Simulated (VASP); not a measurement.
# AgCl in VASP: a series of runs, part 2 of 2

VASP 6.6.1. Earlier steps stand in the parts before.

### Step 4. Single point, PBE (atoms displaced along a vibrational mode)

The input, INCAR:

```
PREC     = Accurate       # precision mode
ENCUT    = 520            # plane-wave cutoff, eV
EDIFF    = 1E-6           # SCF threshold, eV
ISMEAR   = 0              # smearing method
SIGMA    = 0.05           # smearing width, eV
LREAL    = False          # projectors in reciprocal space
LASPH    = True           # aspherical terms in the spheres
NELM     = 100            # most SCF steps
ALGO     = Normal         # electronic algorithm
ISIF     = 2              # what is computed and relaxed
LWAVE    = False          # write WAVECAR
LCHARG   = False          # write CHGCAR
GGA      = PE             # functional
NBANDS   = 16             # bands
```

The input, KPOINTS:

```
Automatic mesh
0
Gamma
  8 8 8
```

The input, POSCAR:

```
AgCl
1.0
    0.0000000000      2.8060228508      2.8060228508
    2.8060228508      0.0000000000      2.8060228508
    2.8060228508      2.8060228508      0.0000000000
Ag Cl
1 1
Direct
    0.5000000000      0.5000000000      0.5598718185
    0.0000000000      0.0000000000     -0.1821795570
```

Launch:

```bash
$ cat potpaw_PBE.64/Ag/POTCAR potpaw_PBE.64/Cl/POTCAR > POTCAR
$ mpirun -np 1 vasp_std > vasp.out
```

Wall time 75 s (1 thread of Intel Xeon 8259CL, shared host); peak memory 0.22 GiB.

The run converged. Its results:

| Property | Result |
| --- | --- |
| Free energy | -4.7823 eV |
| Pressure | 13.5 GPa |
| Largest force | 1.556 eV/Å |
| Band gap on the k mesh | 1.51 eV (least direct gap 1.76 eV) |

Forces in eV/Å, atoms in the order of the input:
```
Ag  -1.100 -1.100  0.000
Cl   1.100  1.100  0.000
```

Stress tensor (GPa, compression positive):
```
 19.31 -12.12   0.00
-12.12  19.31   0.00
  0.00   0.00   1.89
```

Levels at points of the mesh, in eV from the valence-band top:
| k point | band 7 | band 8 | band 9 | band 10 | band 11 | band 12 |
| --- | --- | --- | --- | --- | --- | --- |
| (0.00, 0.00, 0.00) | -1.31 | -0.70 | -0.26 | 1.51 | 8.56 | 8.92 |
| (0.50, 0.00, 0.00) | -2.47 | -2.19 | -0.70 | 4.63 | 5.97 | 8.62 |
| (0.00, 0.00, 0.50) | -2.18 | -0.74 | -0.05 | 4.27 | 6.07 | 8.11 |
| (0.50, 0.50, 0.00) | -2.51 | -0.99 | -0.93 | 3.10 | 5.89 | 8.12 |
| (0.00, 0.50, 0.50) | -2.63 | -1.68 | -1.49 | 2.74 | 6.32 | 8.80 |

Caveat: the cell differs from its parent crystal (atoms displaced along a vibrational mode); the cell stands under pressure; forces of over 1 eV/Å act on the atoms, so gaps and moduli don't describe the material at rest.

### Step 5. Single point, PBE (atoms displaced along a vibrational mode)

The input, INCAR:

```
SYSTEM = AgCl
  PREC = Accurate
  ENCUT = 520
  EDIFF = 1E-6
  ISMEAR = 0
  SIGMA = 0.05
  LREAL = .False.
  LASPH = .True.
  NELM = 80
  ALGO = Normal
  ISIF = 2
  LWAVE = .False.
  LCHARG = .False.
  GGA = PE
  NBANDS = 16
```

The input, KPOINTS:

```
Automatic mesh
0
Gamma
  8 8 8
  0 0 0
```

The input, POSCAR:

```
AgCl
1.0
    0.0000000000      2.8060228508      2.8060228508
    2.8060228508      0.0000000000      2.8060228508
    2.8060228508      2.8060228508      0.0000000000
Ag Cl
1 1
Direct
    0.4925160227      0.5074839773      0.5673557959
    0.0227724446     -0.0227724446     -0.2049520017
```

Launch:

```bash
$ cat potpaw_PBE.64/Ag/POTCAR potpaw_PBE.64/Cl/POTCAR > POTCAR
$ mpirun -np 1 vasp_std > vasp.out
```

Run time: 3.1 min. Hardware: 1 thread of Intel Xeon 8259CL, shared host; peak memory 0.25 GiB.

It converged, with:

* Free energy: -4.3981 eV
* Pressure: 18.6 GPa
* Largest force: 3.799 eV/Å
* Band gap on the k mesh: 1.94 eV (least direct gap 2.10 eV)

Forces on the atoms (eV/Å):
```
Ag  -3.748  0.616  0.000
Cl   3.748 -0.616  0.000
```

Stress tensor (GPa, compression positive):
```
 36.98 -17.66   0.00
-17.66  16.46   0.00
  0.00   0.00   2.39
```

Levels at points of the mesh, in eV from the valence-band top:
```csv
k point,band 7,band 8,band 9,band 10,band 11,band 12
"(0.00, 0.00, 0.00)",-1.23,-0.64,-0.16,1.94,8.66,8.89
"(0.50, 0.00, 0.00)",-2.60,-2.10,-0.55,4.75,6.12,8.87
"(0.00, 0.00, 0.50)",-2.19,-0.70,-0.08,4.41,6.25,8.32
"(0.50, 0.50, 0.00)",-2.55,-0.83,-0.76,3.46,5.74,8.18
"(0.00, 0.50, 0.50)",-2.60,-1.71,-1.37,2.99,6.36,9.32
"(0.50, 0.00, 0.50)",-2.54,-1.27,-1.01,2.93,5.98,8.68
```

Caveat: the cell differs from its parent crystal (atoms displaced along a vibrational mode); the cell stands under pressure; forces of over 1 eV/Å act on the atoms, so gaps and moduli don't describe the material at rest. A k mesh can miss the band edges.

### Step 6. Single point, PBE (atoms displaced along a vibrational mode)

The input, INCAR:

```
PREC = Accurate
ENCUT = 520
EDIFF = 1E-7
ISMEAR = 0
SIGMA = 0.05
LREAL = False
LASPH = True
NELM = 80
ALGO = Normal
ISIF = 2
LWAVE = False
LCHARG = False
GGA = PE
NBANDS = 16
```

The input, KPOINTS:

```
regular mesh
0
Gamma
  8 8 8
```

The input, POSCAR:

```
AgCl
1.0
    0.0000000000      2.8060228508      2.8060228508
    2.8060228508      0.0000000000      2.8060228508
    2.8060228508      2.8060228508      0.0000000000
Ag Cl
1 1
Direct
    0.4925160227      0.5074839773      0.5523878412
    0.0227724446     -0.0227724446     -0.1594071124
```

Potentials or basis: VASP PAW PBE potentials, release 64 (Ag, Cl).

Launch:

```bash
$ cat potpaw_PBE.64/Ag/POTCAR potpaw_PBE.64/Cl/POTCAR > POTCAR
$ mpirun -np 1 vasp_std > vasp.out
```

OUTCAR:

```text
PREC = Accurate
   ENCUT = 520
   EDIFF = 1E-7
   ISMEAR = 0
   LREAL = False
   LASPH = True
   NELM = 80
   ISIF = 2
   GGA = PE

 ion  position               nearest neighbor table
   1  0.493  0.507  0.552-   2 2.19   2 2.39   2 2.93   2 2.93
   2  0.023  0.977  0.841-   1 2.19   1 2.39   1 2.93   1 2.93

  LATTYP: Found a face centered cubic cell.
 ALAT       =     5.6120457016

  Lattice vectors:

 A1 = (   0.0000000000,   2.8060228508,   2.8060228508)
[... 642 lines left out ...]

------------------------ aborting loop because EDIFF is reached ----------------------------------------

  FORCE on cell =-STRESS in cart. coord.  units (eV):
  Direction    XX          YY          ZZ          XY          YZ          ZX
  --------------------------------------------------------------------------------------
  -------------------------------------------------------------------------------------
  Total        6.4840619      2.5758997      0.3829353     -2.4307017      0.0000000      0.0000000
  in kB      235.1008122     93.3976442     13.8845686    -88.1330162      0.0000000      0.0000000
  external PRESSURE =     114.1276750 kB  Pullay stress =       0.0000000 kB

 VOLUME and BASIS-vectors are now :
 -----------------------------------------------------------------------------
  energy-cutoff  :      520.00
  volume of cell :       44.19
      direct lattice vectors                 reciprocal lattice vectors
     0.000000000  2.806022851  2.806022851    -0.178188143  0.178188143  0.178188143
     2.806022851  0.000000000  2.806022851     0.178188143 -0.178188143  0.178188143
     2.806022851  2.806022851  0.000000000     0.178188143  0.178188143 -0.178188143

 POSITION                                       TOTAL-FORCE (eV/Angst)
 -----------------------------------------------------------------------------------
      2.97402      2.93202      2.80602        -2.299464      0.066788      0.000000
      5.10085      2.42262      2.80602         2.299464     -0.066788      0.000000
 -----------------------------------------------------------------------------------
    total drift:                               -0.000140     -0.000007      0.000000

  FREE ENERGIE OF THE ION-ELECTRON SYSTEM (eV)
  ---------------------------------------------------
  free  energy   TOTEN  =        -4.8545369979 eV

  energy  without entropy=       -4.8545369979  energy(sigma->0) =       -4.85453700
```

OSZICAR:

```text
N       E                     dE             d eps       ncg     rms          rms(c)
DAV:   1     0.929173353237E+02    0.92917E+02   -0.85379E+03  4800   0.101E+03
DAV:   2    -0.210686139769E+01   -0.95024E+02   -0.88365E+02  5952   0.218E+02
DAV:   3    -0.510496502633E+01   -0.29981E+01   -0.29919E+01  5984   0.409E+01
DAV:   4    -0.512465885749E+01   -0.19694E-01   -0.19692E-01  6256   0.368E+00
DAV:   5    -0.512492457024E+01   -0.26571E-03   -0.26571E-03  5784   0.421E-01    0.950E+00
DAV:   6    -0.486625992082E+01    0.25866E+00   -0.41110E-01  6392   0.903E+00    0.640E+00
DAV:   7    -0.485710285134E+01    0.91571E-02   -0.17363E-01  5760   0.273E+00    0.277E+00
DAV:   8    -0.485448122988E+01    0.26216E-02   -0.61564E-03  5936   0.793E-01    0.444E-01
DAV:   9    -0.485447746984E+01    0.37600E-05   -0.97496E-04  6280   0.331E-01    0.457E-02
DAV:  10    -0.485452631337E+01   -0.48844E-04   -0.73185E-05  6168   0.810E-02    0.235E-02
DAV:  11    -0.485453657688E+01   -0.10264E-04   -0.10142E-05  6080   0.254E-02    0.771E-03
DAV:  12    -0.485453705633E+01   -0.47945E-06   -0.21798E-06  5992   0.930E-03    0.188E-03
DAV:  13    -0.485453699790E+01    0.58428E-07   -0.21451E-07  5744   0.403E-03
   1 F= -.48545370E+01 E0= -.48545370E+01  d E =-.929470E-12
```

stdout:

```text
POSCAR found type information on POSCAR AgCl
 POSCAR found :  2 types and       2 ions
 scaLAPACK will be used
 LDA part: xc-table for (Slater+PW92), standard interpolation
 POSCAR, INCAR and KPOINTS ok, starting setup
 FFT: planning ... GRIDC
 FFT: planning ... GRID_SOFT
 FFT: planning ... GRID
 WAVECAR not read
 entering main loop
```

It took 3.4 min on 1 thread of Intel Xeon 8259CL, shared host; peak memory 0.25 GiB.

Results:

```yaml
Free_energy: -4.8545 eV
Pressure: 11.4 GPa
Largest_force: 2.300 eV/Å
Band_gap_on_the_k_mesh: 1.21 eV (least direct gap 1.60 eV)
```

Forces on the atoms (eV/Å):
```
Ag  -2.299  0.067  0.000
Cl   2.299 -0.067  0.000
```

Stress tensor (GPa, compression positive):
```
23.51 -8.81  0.00
-8.81  9.34  0.00
 0.00  0.00  1.39
```

Caveat: the cell differs from its parent crystal (atoms displaced along a vibrational mode); the cell stands under pressure; forces of over 1 eV/Å act on the atoms, so gaps and moduli don't describe the material at rest.

### Step 7. Overview

| cell | gap on the mesh (eV) | pressure (GPa) | largest force (eV/Å) |
| --- | --- | --- | --- |
| as given, atomic positions A | 2.48 | 20.5 | 2.02 |
| as given, atomic positions B | 0.85 | 3.2 | 0.57 |
| as given, atomic positions C | 1.51 | 13.5 | 1.56 |
| as given, atomic positions D | 1.94 | 18.6 | 3.80 |
| as given, atomic positions E | 1.21 | 11.4 | 2.30 |

Alike in all rows: task single point; level PBE; potentials or basis VASP PAW PBE potentials, release 64 (Ag, Cl); no spin polarisation; k mesh 8 × 8 × 8; cutoff (eV) 520; smearing gaussian 0.05 eV.

Caveats: the cell stands under pressure; forces of over 1 eV/Å act on the atoms, so gaps and moduli don't describe the material at rest (at least some runs).

Absolute energies hang on the potentials; compare differences alone.
